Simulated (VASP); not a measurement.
# Sb2Au (Fm-3m) in VASP: further runs

The runs below take Sb2Au through single point, with LDA.

All numbers are computed with VASP 6.6.1; they aren't measurements. Logs are shortened: lines on timing, memory, paths and dates and some standing lists are left out, and cuts for length are marked.

## Step 1: The cell of the first run

Symmetry: Fm-3m, No. 225, cubic system. The conventional cell has a = 6.656 Å, b = 6.656 Å, c = 6.656 Å, α = 90.00°, β = 90.00°, γ = 90.00°. Within 3.8 Å of Sb (site symmetry -43m) lie 4 Au at 2.88 Å and 6 Sb at 3.33 Å. Au (site symmetry m-3m) has 8 Sb at 2.88 Å within 3.8 Å.

## Step 2: Single point, LDA

The input, INCAR:

```
PREC     = Accurate       # precision mode
ENCUT    = 520            # plane-wave cutoff, eV
EDIFF    = 1E-6           # SCF threshold, eV
ISMEAR   = -1             # smearing method
SIGMA    = 0.08           # smearing width, eV
LREAL    = False          # projectors in reciprocal space
LASPH    = True           # aspherical terms in the spheres
NELM     = 60             # most SCF steps
ALGO     = Normal         # electronic algorithm
ISIF     = 2              # what is computed and relaxed
LWAVE    = False          # write WAVECAR
LCHARG   = True           # write CHGCAR
GGA      = CA             # functional
LELF     = True           # ELF
LVHAR    = True         
NBANDS   = 18             # bands
```

The input, KPOINTS:

```
regular mesh
0
Gamma
  9 9 9
```

The input, POSCAR:

```
Sb2Au
1.0
    0.0000000000      3.3280000000      3.3280000000
    3.3280000000      0.0000000000      3.3280000000
    3.3280000000      3.3280000000      0.0000000000
Sb Au
2 1
Direct
    0.2500000000      0.2500000000      0.2500000000
    0.7500000000      0.7500000000      0.7500000000
    0.0000000000      0.0000000000      0.0000000000
```

Potentials or basis: VASP PAW LDA potentials, release 64 (Sb, Au).

The run is started by

```bash
$ cat potpaw_LDA.64/Sb/POTCAR potpaw_LDA.64/Au/POTCAR > POTCAR
$ mpirun -np 1 vasp_std > vasp.out
```

OUTCAR:

```text
PREC = Accurate
   ENCUT = 520
   EDIFF = 1E-6
   ISMEAR = -1
   LREAL = False
   LASPH = True
   NELM = 60
   ISIF = 2
   GGA = CA

 ion  position               nearest neighbor table
   1  0.250  0.250  0.250-   3 2.88   3 2.88   3 2.88   3 2.88   2 3.33   2 3.33   2 3.33   2 3.33
                             2 3.33   2 3.33
   2  0.750  0.750  0.750-   3 2.88   3 2.88   3 2.88   3 2.88   1 3.33   1 3.33   1 3.33   1 3.33
                             1 3.33   1 3.33
   3  0.000  0.000  0.000-   2 2.88   2 2.88   2 2.88   1 2.88   2 2.88   1 2.88   1 2.88   1 2.88

  LATTYP: Found a face centered cubic cell.
 ALAT       =     6.6560000000

  Lattice vectors:

 A1 = (   0.0000000000,   3.3280000000,   3.3280000000)
 A2 = (   3.3280000000,   0.0000000000,   3.3280000000)
 A3 = (   3.3280000000,   3.3280000000,   0.0000000000)

Analysis of symmetry for initial positions (statically):
=====================================================================
 Subroutine PRICEL returns:
 Original cell was already a primitive cell.

 Routine SETGRP: Setting up the symmetry group for a
 face centered cubic supercell.

 Subroutine GETGRP returns: Found 48 space group operations
 (whereof 48 operations were pure point group operations)
 out of a pool of 48 trial point group operations.

The static configuration has the point symmetry O_h .

Analysis of symmetry for dynamics (positions and initial velocities):
=====================================================================
 Subroutine PRICEL returns:
 Original cell was already a primitive cell.

 Routine SETGRP: Setting up the symmetry group for a
 face centered cubic supercell.

 Subroutine GETGRP returns: Found 48 space group operations
 (whereof 48 operations were pure point group operations)
 out of a pool of 48 trial point group operations.

The dynamic configuration has the point symmetry O_h .

 Subroutine INISYM returns: Found 48 space group operations
 (whereof 48 operations are pure point group operations),
 and found     1 'primitive' translations

----------------------------------------------------------------------------------------

                                     Primitive cell

  volume of cell :      73.7191

  direct lattice vectors                    reciprocal lattice vectors
     0.000000000  3.328000000  3.328000000    -0.150240385  0.150240385  0.150240385
     3.328000000  0.000000000  3.328000000     0.150240385 -0.150240385  0.150240385
     3.328000000  3.328000000  0.000000000     0.150240385  0.150240385 -0.150240385

  length of vectors
     4.706502736  4.706502736  4.706502736     0.260223980  0.260223980  0.260223980

  position of ions in fractional coordinates (direct lattice)
     0.250000000  0.250000000  0.250000000
     0.750000000  0.750000000  0.750000000
     0.000000000  0.000000000  0.000000000

  ion indices of the primitive-cell ions
   primitive index   ion index
                 1           1
                 2           2
                 3           3

----------------------------------------------------------------------------------------

 KPOINTS: regular mesh

Automatic generation of k-mesh.
 Grid dimensions read from file:
 generate k-points for:    9    9    9

 Generating k-lattice:

  Cartesian coordinates                     Fractional coordinates (reciprocal lattice)
    -0.016693376  0.016693376  0.016693376     0.111111111  0.000000000  0.000000000
     0.016693376 -0.016693376  0.016693376     0.000000000  0.111111111  0.000000000
     0.016693376  0.016693376 -0.016693376     0.000000000  0.000000000  0.111111111

  Length of vectors
     0.028913776  0.028913776  0.028913776

  Shift w.r.t. Gamma in fractional coordinates (k-lattice)
     0.000000000  0.000000000  0.000000000

 Subroutine IBZKPT returns following result:
 ===========================================

 Found     35 irreducible k-points:

 Following reciprocal coordinates:
            Coordinates               Weight
  0.000000  0.000000  0.000000      1.000000
  0.111111  0.000000  0.000000      8.000000
  0.222222  0.000000  0.000000      8.000000
  0.333333  0.000000  0.000000      8.000000
  0.444444  0.000000  0.000000      8.000000
  0.111111  0.111111  0.000000      6.000000
[... 16 lines left out ...]
 -0.333333  0.333333  0.000000     12.000000
  0.444444  0.444444  0.000000      6.000000
 [... further k-points ...]
   k-points           NKPTS =     35   k-points in BZ     NKDIM =     35   number of bands    NBANDS=     18
   number of dos      NEDOS =    301   number of ions     NIONS =      3
   total plane-waves  NPLWV =  46656
   dimension x,y,z NGX =    36 NGY =   36 NGZ =   36
   dimension x,y,z NGXF=    72 NGYF=   72 NGZF=   72
   ions per type =               2   1
   NGX,Y,Z   is equivalent  to a cutoff of  12.72, 12.72, 12.72 a.u.
   NGXF,Y,Z  is equivalent  to a cutoff of  25.43, 25.43, 25.43 a.u.
 SYSTEM =  unknown system
   PREC   = accura    normal or accurate (medium, high low for compatibility)
   ISTART =      0    job   : 0-new  1-cont  2-samecut
   ICHARG =      2    charge: 1-file 2-atom 10-const
   ISPIN  =      1    spin polarized calculation?
   LNONCOLLINEAR =      F non collinear calculations
   LSORBIT =      F    spin-orbit coupling
   LASPH  =      T    aspherical Exc in radial PAW
   ENCUT  =  520.0 eV  38.22 Ry    6.18 a.u.   8.75  8.75  8.75*2*pi/ulx,y,z
   NELM   =     60;   NELMIN=  2; NELMDL= -5     # of ELM steps
   EDIFF  = 0.1E-05   stopping-criterion for ELM
   LREAL  =      F    real-space projection
   EDIFFG = 0.1E-04   stopping-criterion for IOM
   NSW    =      0    number of steps for IOM
   IBRION =     -1    ionic relax: 0-MD 1-quasi-New 2-CG
   NFREE  =      0    steps in history (QN), initial steepest desc. (CG)
   ISIF   =      2    stress and relaxation
   ISYM   =      2    0-nonsym 1-usesym 2-fastsym
   POTIM  = 0.5000    time-step for ionic-motion
   TEBEG  =    0.0;   TEEND  =   0.0 temperature during run
   PSTRESS=    0.0 pullay stress
   NELECT =      21.0000    total number of electrons
   NUPDOWN=      -1.0000    fix difference up-down
   EMIN   =  10.00;   EMAX   =-10.00  energy-range for DOS
   EFERMI =   0.00;   METHOD = LEGACY
   ISMEAR =    -1;   SIGMA  =   0.08  broadening in eV -4-tet -1-fermi 0-gaus
   EFERMI_NEDOS =   21; number of points for ismear=-14 and -15
   IALGO  =     38    algorithm
   IMIX   =      4    mixing-type and parameters
     AMIX     =   0.40;   BMIX     =  1.00
     AMIX_MAG =   1.60;   BMIX_MAG =  1.00
  volume/ion in A,a.u.               =      24.57       165.83
  Fermi-wavevector in a.u.,A,eV,Ry     =   1.077179  2.035573 15.787043  1.160315
  Thomas-Fermi vector in A             =   2.213084
   LORBIT       =      0    0 simple, 1 ext, 2 COOP (PROOUT), +10 PAW based schemes
   GGA     = CA    functional components
   LHFCALC =     F    Hartree Fock is set to
   AEXX    =    0.0000 exact exchange contribution
   IVDW    =     0    specifies the selected vdW correction
   LEPSILON=     F    determine dielectric tensor
   LRPA    =     F    only Hartree local field effects (RPA)
 non-spin polarized calculation
  energy-cutoff  :      520.00
  volume of cell :       73.72
 maximum number of plane-waves:      2004
   NGX = 17   NGY = 17   NGZ = 17

 number of electron      20.9999999 magnetization

 Free energy of the ion-electron system (eV)
  ---------------------------------------------------
  ext. energy  EPLUGINS =         0.00000000
  ---------------------------------------------------
  free energy    TOTEN  =       -13.86263175 eV

  energy without entropy =      -13.83809280  energy(sigma->0) =      -13.85036227

 E-fermi :   8.6245     XC(G=0): -10.6510

 val. band max:        8.5567245948   @ k =  -0.1111   0.1111   0.0000
 cond. band min:       8.6571344227   @ k =   0.3333   0.1111   0.0000
 fundamental gap:      0.1004098280
 Fermi energy:         8.6244571366

 k-point     1 :       0.0000    0.0000    0.0000
  band No.  band energies     occupation
      1      -4.3624      2.00000
      2       1.8172      2.00000
      3       2.0043      2.00000
      4       2.0043      2.00000
      5       2.0043      2.00000
      6       3.2988      2.00000
[... 10 lines left out ...]
     17      11.2621      0.00000
     18      14.5224      0.00000

 k-point     2 :       0.1111    0.0000    0.0000
  band No.  band energies     occupation
      1      -4.2394      2.00000
      2       0.9372      2.00000
      3       2.0521      2.00000
      4       2.0521      2.00000
      5       2.9128      2.00000
      6       3.2814      2.00000
[... 10 lines left out ...]
     17      12.2706      0.00000
     18      15.1227      0.00000

 k-point     3 :       0.2222    0.0000    0.0000
  band No.  band energies     occupation
      1      -3.8790      2.00000
      2       0.0466      2.00000
      3       2.1731      2.00000
      4       2.1731      2.00000
      5       3.2530      2.00000
      6       3.2530      2.00000
[... 10 lines left out ...]
     17      14.6242      0.00000
     18      16.4771      0.00000

 k-point     4 :       0.3333    0.0000    0.0000
  band No.  band energies     occupation
      1      -3.3124      2.00000
      2      -0.7883      2.00000
      3       2.3022      2.00000
      4       2.3022      2.00000
      5       3.2652      2.00000
      6       3.2652      2.00000
[... 10 lines left out ...]
     17      16.3881      0.00000
     18      17.7674      0.00000

 k-point     5 :       0.4444    0.0000    0.0000
  band No.  band energies     occupation
      1      -2.6368      2.00000
      2      -1.5641      2.00000
      3       2.3724      2.00000
      4       2.3724      2.00000
      5       3.0290      2.00000
      6       3.3175      2.00000
[... 10 lines left out ...]
     17      15.2134      0.00000
     18      17.5534      0.00000

 k-point     6 :       0.1111    0.1111    0.0000
  band No.  band energies     occupation
      1      -4.1983      2.00000
      2       0.8185      2.00000
      3       2.0587      2.00000
      4       2.0587      2.00000
      5       3.0706      2.00000
      6       3.2311      2.00000
[... 10 lines left out ...]
     17      12.0052      0.00000
     18      15.0879      0.00000

 k-point     7 :       0.2222    0.1111    0.0000
  band No.  band energies     occupation
      1      -3.9168      2.00000
      2       0.1727      2.00000
      3       2.1527      2.00000
      4       2.1617      2.00000
      5       3.1539      2.00000
      6       3.3150      2.00000
[... 10 lines left out ...]
     17      13.7601      0.00000
     18      15.5688      0.00000

 k-point     8 :       0.3333    0.1111    0.0000
  band No.  band energies     occupation
      1      -3.4178      2.00000
      2      -0.5631      2.00000
      3       2.2861      2.00000
      4       2.2944      2.00000
      5       3.1142      2.00000
      6       3.3243      2.00000
[... 10 lines left out ...]
     17      15.7718      0.00000
     18      16.5899      0.00000
[... 229 lines left out ...]
     17      15.6988      0.00000
     18      16.0826      0.00000

 k-point    20 :       0.3333    0.3333    0.0000
  band No.  band energies     occupation
      1      -2.9757      2.00000
      2      -0.6605      2.00000
      3       2.2635      2.00000
      4       2.5270      2.00000
      5       2.5270      2.00000
      6       3.3833      2.00000
[... 10 lines left out ...]
     17      15.6066      0.00000
     18      15.6066      0.00000

 k-point    21 :       0.4444    0.3333    0.0000
  band No.  band energies     occupation
      1      -2.5025      2.00000
      2      -0.9452      2.00000
      3       1.7367      2.00000
      4       2.6978      2.00000
      5       2.7276      2.00000
      6       3.3725      2.00000
[... 10 lines left out ...]
     17      16.2759      0.00000
     18      16.4696      0.00000

 k-point    22 :      -0.4444    0.3333    0.0000
  band No.  band energies     occupation
      1      -2.0024      2.00000
      2      -1.3492      2.00000
      3       1.4808      2.00000
      4       2.6941      2.00000
      5       2.8073      2.00000
      6       3.1616      2.00000
[... 10 lines left out ...]
     17      17.0157      0.00000
     18      17.0728      0.00000

 k-point    23 :      -0.3333    0.3333    0.0000
  band No.  band energies     occupation
      1      -1.9024      2.00000
      2      -1.6104      2.00000
      3       1.7651      2.00000
      4       2.4771      2.00000
      5       2.7857      2.00000
      6       3.0843      2.00000
[... 10 lines left out ...]
     17      16.2991      0.00000
     18      18.1638      0.00000

 k-point    24 :       0.4444    0.4444    0.0000
  band No.  band energies     occupation
      1      -2.2126      2.00000
      2      -0.9661      2.00000
      3       1.1834      2.00000
      4       2.8950      2.00000
      5       2.8950      2.00000
      6       3.4087      2.00000
[... 10 lines left out ...]
     17      16.7037      0.00000
     18      16.7037      0.00000

 [... further k-points ...]

------------------------ aborting loop because EDIFF is reached ----------------------------------------

  FORCE on cell =-STRESS in cart. coord.  units (eV):
  Direction    XX          YY          ZZ          XY          YZ          ZX
  --------------------------------------------------------------------------------------
  -------------------------------------------------------------------------------------
  Total        1.4510741      1.4510741      1.4510741      0.0000000      0.0000000     -0.0000000
  in kB       31.5369883     31.5369883     31.5369883      0.0000000      0.0000000     -0.0000000
  external PRESSURE =      31.5369883 kB  Pullay stress =       0.0000000 kB

 VOLUME and BASIS-vectors are now :
 -----------------------------------------------------------------------------
  energy-cutoff  :      520.00
  volume of cell :       73.72
      direct lattice vectors                 reciprocal lattice vectors
     0.000000000  3.328000000  3.328000000    -0.150240385  0.150240385  0.150240385
     3.328000000  0.000000000  3.328000000     0.150240385 -0.150240385  0.150240385
     3.328000000  3.328000000  0.000000000     0.150240385  0.150240385 -0.150240385

 POSITION                                       TOTAL-FORCE (eV/Angst)
 -----------------------------------------------------------------------------------
      1.66400      1.66400      1.66400        -0.000000      0.000000      0.000000
      4.99200      4.99200      4.99200         0.000000     -0.000000      0.000000
      0.00000      0.00000      0.00000        -0.000000     -0.000000     -0.000000
 -----------------------------------------------------------------------------------
    total drift:                               -0.000000      0.000000      0.000000

  FREE ENERGIE OF THE ION-ELECTRON SYSTEM (eV)
  ---------------------------------------------------
  free  energy   TOTEN  =       -13.8626317479 eV

  energy  without entropy=      -13.8380928019  energy(sigma->0) =      -13.85036227
```

It took 16 s on 1 thread of Intel Xeon 6975P-C (Granite Rapids), shared host; peak memory 0.2 GiB.

Results:

```
Free energy : -13.8626 eV
Pressure    : 3.2 GPa
```

Caveat: spin-orbit coupling is left out, which moves the levels of the heavy elements.

## Step 3: Single point, LDA (volume scaled by 1.01)

The input, INCAR:

```
SYSTEM = Sb2Au
PREC = Accurate
ENCUT = 520
EDIFF = 1E-6
ISMEAR = -1
SIGMA = 0.08
LREAL = .FALSE.
LASPH = .TRUE.
NELM = 80
ALGO = Normal
ISIF = 2
LWAVE = .FALSE.
LCHARG = .FALSE.
GGA = CA
NBANDS = 18
```

The input, KPOINTS:

```
regular mesh
0
G
  9 9 9
  0 0 0
```

The input, POSCAR:

```
Sb2Au
1.0
    0.0000000000      3.3390565596      3.3390565596
    3.3390565596      0.0000000000      3.3390565596
    3.3390565596      3.3390565596      0.0000000000
Sb Au
2 1
Direct
    0.2500000000      0.2500000000      0.2500000000
    0.7500000000      0.7500000000      0.7500000000
    0.0000000000      0.0000000000      0.0000000000
```

Potentials or basis: VASP PAW LDA potentials, release 64 (Sb, Au).

The run is started by

```bash
$ cat potpaw_LDA.64/Sb/POTCAR potpaw_LDA.64/Au/POTCAR > POTCAR
$ mpirun -np 1 vasp_std > vasp.out
```

OUTCAR:

```text
SYSTEM = Sb2Au
   PREC = Accurate
   ENCUT = 520
   EDIFF = 1E-6
   ISMEAR = -1
   LREAL = .FALSE.
   LASPH = .TRUE.
   NELM = 80
   ISIF = 2
   GGA = CA

 ion  position               nearest neighbor table
   1  0.250  0.250  0.250-   3 2.89   3 2.89   3 2.89   3 2.89   2 3.34   2 3.34   2 3.34   2 3.34
                             2 3.34   2 3.34
   2  0.750  0.750  0.750-   3 2.89   3 2.89   3 2.89   3 2.89   1 3.34   1 3.34   1 3.34   1 3.34
                             1 3.34   1 3.34
   3  0.000  0.000  0.000-   1 2.89   2 2.89   2 2.89   2 2.89   2 2.89   1 2.89   1 2.89   1 2.89

[... 700 lines left out ...]
  Direction    XX          YY          ZZ          XY          YZ          ZX
  --------------------------------------------------------------------------------------
  -------------------------------------------------------------------------------------
  Total        0.9933826      0.9933826      0.9933826      0.0000000      0.0000000     -0.0000000
  in kB       21.3759679     21.3759679     21.3759679      0.0000000      0.0000000     -0.0000000
  external PRESSURE =      21.3759679 kB  Pullay stress =       0.0000000 kB

 VOLUME and BASIS-vectors are now :
 -----------------------------------------------------------------------------
  energy-cutoff  :      520.00
  volume of cell :       74.46
      direct lattice vectors                 reciprocal lattice vectors
     0.000000000  3.339056560  3.339056560    -0.149742896  0.149742896  0.149742896
     3.339056560  0.000000000  3.339056560     0.149742896 -0.149742896  0.149742896
     3.339056560  3.339056560  0.000000000     0.149742896  0.149742896 -0.149742896

 POSITION                                       TOTAL-FORCE (eV/Angst)
 -----------------------------------------------------------------------------------
      1.66953      1.66953      1.66953        -0.000000     -0.000000      0.000000
      5.00858      5.00858      5.00858         0.000000      0.000000      0.000000
      0.00000      0.00000      0.00000        -0.000000     -0.000000     -0.000000
 -----------------------------------------------------------------------------------
    total drift:                               -0.000000      0.000000      0.000000

  FREE ENERGIE OF THE ION-ELECTRON SYSTEM (eV)
  ---------------------------------------------------
  free  energy   TOTEN  =       -13.8748245971 eV

  energy  without entropy=      -13.8503181451  energy(sigma->0) =      -13.86257137
```

OSZICAR:

```text
N       E                     dE             d eps       ncg     rms          rms(c)
DAV:   1     0.107638488321E+03    0.10764E+03   -0.79732E+03  1260   0.952E+02
DAV:   2    -0.997119741917E+01   -0.11761E+03   -0.11332E+03  1556   0.190E+02
DAV:   3    -0.145415018696E+02   -0.45703E+01   -0.45260E+01  1448   0.402E+01
DAV:   4    -0.145864535314E+02   -0.44952E-01   -0.44903E-01  1490   0.433E+00
DAV:   5    -0.145870322121E+02   -0.57868E-03   -0.57867E-03  1428   0.517E-01    0.829E+00
DAV:   6    -0.139573451661E+02    0.62969E+00   -0.36555E+00  1352   0.171E+01    0.685E+00
DAV:   7    -0.138950838589E+02    0.62261E-01   -0.24483E-01  1312   0.466E+00    0.374E+00
DAV:   8    -0.138773149587E+02    0.17769E-01   -0.45645E-02  1410   0.134E+00    0.344E-01
DAV:   9    -0.138748354714E+02    0.24795E-02   -0.96891E-03  1352   0.965E-01    0.156E-01
DAV:  10    -0.138748327630E+02    0.27084E-05   -0.64655E-04  1386   0.156E-01    0.345E-02
DAV:  11    -0.138748253788E+02    0.73841E-05   -0.64014E-05  1438   0.766E-02    0.122E-02
DAV:  12    -0.138748245971E+02    0.78173E-06   -0.58954E-06  1326   0.197E-02
   1 F= -.13874825E+02 E0= -.13862571E+02  d E =-.245065E-01
```

Wall time 16 s (1 thread of Intel Xeon 6975P-C (Granite Rapids), shared host); peak memory 0.19 GiB.

What came out:

* Free energy: -13.8748 eV
* Pressure: 2.1 GPa

Caveat: spin-orbit coupling is left out, which moves the levels of the heavy elements.

[end of part 1 of 2]
